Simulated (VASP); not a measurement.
# Si4Se3 (C2/m) in VASP: single point with PBE

Aim: the single point of Si4Se3 with PBE.

All numbers are computed with VASP 6.6.1; they aren't measurements. Logs are shortened: lines on timing, memory, paths and dates and some standing lists are left out, and cuts for length are marked.

## 1. The cell of the first run

Symmetry: C2/m, No. 12, monoclinic system. The conventional cell has a = 8.806 Å, b = 7.182 Å, c = 5.063 Å, α = 90.00°, β = 120.68°, γ = 90.00°. Within 3.3 Å of Si (site symmetry -1) lie 2 Si at 2.48 Å and 4 Se at 2.53 to 2.84 Å. Within 3.3 Å of Si (site symmetry m) lie 4 Si at 2.48 to 2.59 Å and 2 Se at 2.75 Å. Se (site symmetry -1) has 4 Si at 2.53 to 2.75 Å and 2 Se at 2.97 Å within 3.3 Å. Within 3.9 Å of Se (site symmetry 2/m) lie 10 Si at 2.84 to 3.81 Å and 4 Se at 2.97 Å.

The cell was built from a structure type or drawn by symmetry, and may not be a known phase.

## 2. Single point, PBE

File INCAR:

```
PREC     = Accurate       # precision mode
ENCUT    = 500            # plane-wave cutoff, eV
EDIFF    = 1E-6           # SCF threshold, eV
ISMEAR   = 0              # smearing method
SIGMA    = 0.2            # smearing width, eV
LREAL    = False          # projectors in reciprocal space
LASPH    = True           # aspherical terms in the spheres
NELM     = 120            # most SCF steps
ALGO     = Normal         # electronic algorithm
ISIF     = 2              # what is computed and relaxed
LWAVE    = False          # write WAVECAR
LCHARG   = False          # write CHGCAR
GGA      = PE             # functional
NBANDS   = 26             # bands
GGA_COMPAT= False
```

File KPOINTS:

```
Automatic mesh
0
Gamma
  4 4 3
```

File POSCAR:

```
Si4Se3
1.0
    4.6918952687     -3.5910097343      0.5084016935
    4.6918952687      3.5910097343      0.5084016935
   -3.4418678951      0.0000000000      3.7132645502
Si Se
4 3
Direct
    0.0000000000      0.5000000000      0.5000000000
    0.5000000000      0.0000000000      0.5000000000
    0.5248826829      0.5248826829      0.2749940560
    0.4751173171      0.4751173171      0.7250059440
    0.5000000000      0.0000000000      0.0000000000
    0.0000000000      0.5000000000      0.0000000000
    0.0000000000      0.0000000000      0.0000000000
```

Potentials or basis: VASP PAW PBE potentials, release 64 (Si, Se).

On the command line:

```bash
$ cat potpaw_PBE.64/Si/POTCAR potpaw_PBE.64/Se/POTCAR > POTCAR
$ mpirun -np 1 vasp_std > vasp.out
```

OUTCAR:

```text
PREC = Accurate
   ENCUT = 500
   EDIFF = 1E-6
   ISMEAR = 0
   LREAL = False
   LASPH = True
   NELM = 120
   ISIF = 2
   GGA = PE

 ion  position               nearest neighbor table
   1  0.000  0.500  0.500-   3 2.48   4 2.48   6 2.53   6 2.53   7 2.84   7 2.84
   2  0.500  0.000  0.500-   3 2.48   4 2.48   5 2.53   5 2.53   7 2.84   7 2.84
   3  0.525  0.525  0.275-   1 2.48   2 2.48   4 2.53   4 2.59   5 2.75   6 2.75
   4  0.475  0.475  0.725-   1 2.48   2 2.48   3 2.53   3 2.59   6 2.75   5 2.75
   5  0.500  0.000  0.000-   2 2.53   2 2.53   3 2.75   4 2.75
   6  0.000  0.500  0.000-   1 2.53   1 2.53   3 2.75   4 2.75
   7  0.000  0.000  0.000-   1 2.84   2 2.84   1 2.84   2 2.84

  Warning from LATTYP: Got some problem with cell dimensions!
  Tried to take original basis but could not verify dimensions!
  LATTYP: Found a base centered monoclinic cell.
 ALAT       =     8.8056877773
 B/A-ratio  =     0.8156114151
 C/A-ratio  =     0.5749784720
 COS(beta)  =    -0.5102170096

  Lattice vectors:

 A1 = (  -1.2500273736,   3.5910097343,  -4.2216662437)
 A2 = (  -1.2500273736,  -3.5910097343,  -4.2216662437)
 A3 = (  -3.4418678951,   0.0000000000,   3.7132645502)

Analysis of symmetry for initial positions (statically):
=====================================================================
 Subroutine PRICEL returns:
 Original cell was already a primitive cell.

 Routine SETGRP: Setting up the symmetry group for a
 base centered monoclinic supercell.

 Subroutine GETGRP returns: Found  4 space group operations
 (whereof  4 operations were pure point group operations)
 out of a pool of  4 trial point group operations.

The static configuration has the point symmetry C_2h.

Analysis of symmetry for dynamics (positions and initial velocities):
=====================================================================
 Subroutine PRICEL returns:
 Original cell was already a primitive cell.

 Routine SETGRP: Setting up the symmetry group for a
 base centered monoclinic supercell.

 Subroutine GETGRP returns: Found  4 space group operations
 (whereof  4 operations were pure point group operations)
 out of a pool of  4 trial point group operations.

The dynamic configuration has the point symmetry C_2h.

 Subroutine INISYM returns: Found  4 space group operations
 (whereof  4 operations are pure point group operations),
 and found     1 'primitive' translations

----------------------------------------------------------------------------------------

                                     Primitive cell

  volume of cell :     137.6944

  direct lattice vectors                    reciprocal lattice vectors
     4.691895269 -3.591009734  0.508401693     0.096840320 -0.139236604  0.089762413
     4.691895269  3.591009734  0.508401693     0.096840320  0.139236604  0.089762413
    -3.441867895  0.000000000  3.713264550    -0.026517789  0.000000000  0.244725164

  length of vectors
     5.930236454  5.930236454  5.063080903     0.191891037  0.191891037  0.246157671

  position of ions in fractional coordinates (direct lattice)
     0.000000000  0.500000000  0.500000000
     0.500000000  0.000000000  0.500000000
     0.524882683  0.524882683  0.274994056
     0.475117317  0.475117317  0.725005944
     0.500000000  0.000000000  1.000000000
     0.000000000  0.500000000  1.000000000
     0.000000000  0.000000000  0.000000000

  ion indices of the primitive-cell ions
   primitive index   ion index
                 1           1
                 2           2
                 3           3
                 4           4
                 5           5
                 6           6
                 7           7

----------------------------------------------------------------------------------------

 KPOINTS: Automatic mesh

Automatic generation of k-mesh.
 Grid dimensions read from file:
 generate k-points for:    4    4    3

 Generating k-lattice:

  Cartesian coordinates                     Fractional coordinates (reciprocal lattice)
     0.024210080 -0.034809151  0.022440603     0.250000000  0.000000000  0.000000000
     0.024210080  0.034809151  0.022440603     0.000000000  0.250000000  0.000000000
    -0.008839263  0.000000000  0.081575055     0.000000000  0.000000000  0.333333333

  Length of vectors
     0.047972759  0.047972759  0.082052557

  Shift w.r.t. Gamma in fractional coordinates (k-lattice)
     0.000000000  0.000000000  0.000000000

 Subroutine IBZKPT returns following result:
 ===========================================

 Found     17 irreducible k-points:

 Following reciprocal coordinates:
            Coordinates               Weight
  0.000000  0.000000  0.000000      1.000000
  0.250000  0.000000  0.000000      4.000000
  0.500000  0.000000  0.000000      2.000000
  0.250000  0.250000  0.000000      2.000000
  0.500000  0.250000  0.000000      4.000000
 -0.250000  0.250000  0.000000      2.000000
[... 9 lines left out ...]
 -0.250000  0.500000  0.333333      4.000000
 -0.250000 -0.250000  0.333333      2.000000
   k-points           NKPTS =     17   k-points in BZ     NKDIM =     17   number of bands    NBANDS=     26
   number of dos      NEDOS =    301   number of ions     NIONS =      7
   total plane-waves  NPLWV =  92160
   dimension x,y,z NGX =    48 NGY =   48 NGZ =   40
   dimension x,y,z NGXF=    96 NGYF=   96 NGZF=   80
   ions per type =               4   3
   NGX,Y,Z   is equivalent  to a cutoff of  13.46, 13.46, 13.13 a.u.
   NGXF,Y,Z  is equivalent  to a cutoff of  26.91, 26.91, 26.27 a.u.
 SYSTEM =  unknown system
   PREC   = accura    normal or accurate (medium, high low for compatibility)
   ISTART =      0    job   : 0-new  1-cont  2-samecut
   ICHARG =      2    charge: 1-file 2-atom 10-const
   ISPIN  =      1    spin polarized calculation?
   LNONCOLLINEAR =      F non collinear calculations
   LSORBIT =      F    spin-orbit coupling
   LASPH  =      T    aspherical Exc in radial PAW
   ENCUT  =  500.0 eV  36.75 Ry    6.06 a.u.  10.81 10.81  9.23*2*pi/ulx,y,z
   NELM   =    120;   NELMIN=  2; NELMDL= -5     # of ELM steps
   EDIFF  = 0.1E-05   stopping-criterion for ELM
   LREAL  =      F    real-space projection
   EDIFFG = 0.1E-04   stopping-criterion for IOM
   NSW    =      0    number of steps for IOM
   IBRION =     -1    ionic relax: 0-MD 1-quasi-New 2-CG
   NFREE  =      0    steps in history (QN), initial steepest desc. (CG)
   ISIF   =      2    stress and relaxation
   ISYM   =      2    0-nonsym 1-usesym 2-fastsym
   POTIM  = 0.5000    time-step for ionic-motion
   TEBEG  =    0.0;   TEEND  =   0.0 temperature during run
   PSTRESS=    0.0 pullay stress
   NELECT =      34.0000    total number of electrons
   NUPDOWN=      -1.0000    fix difference up-down
   EMIN   =  10.00;   EMAX   =-10.00  energy-range for DOS
   EFERMI =   0.00;   METHOD = LEGACY
   ISMEAR =     0;   SIGMA  =   0.20  broadening in eV -4-tet -1-fermi 0-gaus
   EFERMI_NEDOS =   21; number of points for ismear=-14 and -15
   IALGO  =     38    algorithm
   IMIX   =      4    mixing-type and parameters
     AMIX     =   0.40;   BMIX     =  1.00
     AMIX_MAG =   1.60;   BMIX_MAG =  1.00
  volume/ion in A,a.u.               =      19.67       132.74
  Fermi-wavevector in a.u.,A,eV,Ry     =   1.027060  1.940862 14.352130  1.054852
  Thomas-Fermi vector in A             =   2.160985
   LORBIT       =      0    0 simple, 1 ext, 2 COOP (PROOUT), +10 PAW based schemes
   GGA     = PE    functional components
   LHFCALC =     F    Hartree Fock is set to
   AEXX    =    0.0000 exact exchange contribution
   IVDW    =     0    specifies the selected vdW correction
   LEPSILON=     F    determine dielectric tensor
   LRPA    =     F    only Hartree local field effects (RPA)
 non-spin polarized calculation
 Gauss-broadening in eV      SIGMA  =   0.20
  energy-cutoff  :      500.00
  volume of cell :      137.69
 maximum number of plane-waves:      3510
 NGX is ok and might be reduce to    48
   NGX = 21   NGY = 21   NGZ = 19

 number of electron      34.0000000 magnetization

 Free energy of the ion-electron system (eV)
  ---------------------------------------------------
  ext. energy  EPLUGINS =         0.00000000
  ---------------------------------------------------
  free energy    TOTEN  =       -30.69723104 eV

  energy without entropy =      -30.64266454  energy(sigma->0) =      -30.66994779

 E-fermi :   6.0179     XC(G=0): -10.0330

 val. band max:        6.0036928392   @ k =  -0.2500  -0.2500   0.3333
 cond. band min:       6.0513499254   @ k =   0.5000   0.0000   0.0000
 fundamental gap:      0.0476570862
 Fermi energy:         6.0179151487

 k-point     1 :       0.0000    0.0000    0.0000
  band No.  band energies     occupation
      1      -9.1345      2.00000
      2      -7.2447      2.00000
      3      -6.2313      2.00000
      4      -2.8013      2.00000
      5      -0.9167      2.00000
      6      -0.6457      2.00000
[... 18 lines left out ...]
     25      10.9402      0.00000
     26      12.2248      0.00000

 k-point     2 :       0.2500    0.0000    0.0000
  band No.  band energies     occupation
      1      -8.9102      2.00000
      2      -7.4794      2.00000
      3      -6.3917      2.00000
      4      -3.1448      2.00000
      5      -1.1897      2.00000
      6      -0.5922      2.00000
[... 18 lines left out ...]
     25      10.6622      0.00000
     26      11.0278      0.00000

 k-point     3 :       0.5000    0.0000    0.0000
  band No.  band energies     occupation
      1      -8.4702      2.00000
      2      -7.9999      2.00000
      3      -6.4511      2.00000
      4      -3.4002      2.00000
      5      -1.4718      2.00000
      6      -0.5309      2.00000
[... 369 lines left out ...]
 k-point    16 :      -0.2500    0.5000    0.3333
  band No.  band energies     occupation
      1      -8.3334      2.00000
      2      -7.5958      2.00000
      3      -6.8892      2.00000
      4      -3.6138      2.00000
      5      -2.7509      2.00000
      6      -1.0604      2.00000
[... 18 lines left out ...]
     25      11.0097      0.00000
     26      11.1016      0.00000

 k-point    17 :      -0.2500   -0.2500    0.3333
  band No.  band energies     occupation
      1      -8.6919      2.00000
      2      -7.1889      2.00000
      3      -6.7441      2.00000
      4      -3.6129      2.00000
      5      -2.1362      2.00000
      6      -1.5685      2.00000
[... 18 lines left out ...]
     25      10.6398      0.00000
     26      10.7477      0.00000

------------------------ aborting loop because EDIFF is reached ----------------------------------------

  FORCE on cell =-STRESS in cart. coord.  units (eV):
  Direction    XX          YY          ZZ          XY          YZ          ZX
  --------------------------------------------------------------------------------------
  -------------------------------------------------------------------------------------
  Total        0.0710857     -0.0040305      0.0125632      0.0000000      0.0000000      0.0637834
  in kB        0.8271355     -0.0468974      0.1461818      0.0000000      0.0000000      0.7421673
  external PRESSURE =       0.3088066 kB  Pullay stress =       0.0000000 kB

 VOLUME and BASIS-vectors are now :
 -----------------------------------------------------------------------------
  energy-cutoff  :      500.00
  volume of cell :      137.69
      direct lattice vectors                 reciprocal lattice vectors
     4.691895269 -3.591009734  0.508401693     0.096840320 -0.139236604  0.089762413
     4.691895269  3.591009734  0.508401693     0.096840320  0.139236604  0.089762413
    -3.441867895  0.000000000  3.713264550    -0.026517789  0.000000000  0.244725164

 POSITION                                       TOTAL-FORCE (eV/Angst)
 -----------------------------------------------------------------------------------
      0.62501      1.79550      2.11083        -0.000000     -0.000000     -0.000000
      0.62501     -1.79550      2.11083        -0.000000      0.000000      0.000000
      3.97890      0.00000      1.55483         0.005182     -0.000000     -0.006003
      1.96303      0.00000      3.17524        -0.005182     -0.000000      0.006003
      2.34595     -1.79550      0.25420         0.000000      0.000000      0.000000
      2.34595      1.79550      0.25420        -0.000000     -0.000000     -0.000000
      0.00000      0.00000      0.00000        -0.000000     -0.000000      0.000000
 -----------------------------------------------------------------------------------
    total drift:                               -0.000000     -0.000000      0.000000

  FREE ENERGIE OF THE ION-ELECTRON SYSTEM (eV)
  ---------------------------------------------------
  free  energy   TOTEN  =       -30.6972310421 eV

  energy  without entropy=      -30.6426645363  energy(sigma->0) =      -30.66994779
```

It took 1.7 min on 1 thread of Intel Xeon 8259CL, shared host; peak memory 0.3 GiB.

What came out:

* Free energy: -30.6972 eV
* Pressure: 0.0 GPa
* Largest force: 0.008 eV/Å
* Band gap on the k mesh: zero (bands 17 and 18 overlap by 2.01 eV)

Forces on the atoms (eV/Å):
```
Si   0.000  0.000  0.000
Si   0.000  0.000  0.000
Si   0.005  0.000 -0.006
Si  -0.005  0.000  0.006
Se   0.000  0.000  0.000
Se   0.000  0.000  0.000
Se   0.000  0.000  0.000
```

Caveat: the k points lie up to 0.43 Å⁻¹ apart, too coarse for converged energies and pressures of a metal.
